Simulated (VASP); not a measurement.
Here is a VASP 6.6.1 calculation.

The input INCAR:

```
PREC = Accurate
ENCUT = 520
EDIFF = 1E-6
ISMEAR = 0
SIGMA = 0.1
LREAL = False
LASPH = True
NELM = 100
ALGO = Normal
ISIF = 2
LWAVE = False
LCHARG = False
GGA = PE
NBANDS = 13
```

File KPOINTS:

```
regular mesh
0
Gamma
  12 12 10
```

File POSCAR:

```
LiBe
1.0
    4.1662225744      0.0000000000      0.0000000000
   -2.0831112872      3.6080545872      0.0000000000
    0.0000000000      0.0000000000      4.7374510423
Li Be
2 2
Direct
    0.3333333333      0.6666666667      0.7500000000
    0.6666666667      0.3333333333      0.2500000000
    0.3333333333      0.6666666667      0.2500000000
    0.6666666667      0.3333333333      0.7500000000
```

Potentials or basis: VASP PAW PBE potentials, release 64 (Li_sv, Be).

Run with:

```console
$ cat potpaw_PBE.64/Li_sv/POTCAR potpaw_PBE.64/Be/POTCAR > POTCAR
$ mpirun -np 1 vasp_std > vasp.out
```

Predict the band gap on the k mesh.

zero (bands 5 and 6 overlap by 3.95 eV).
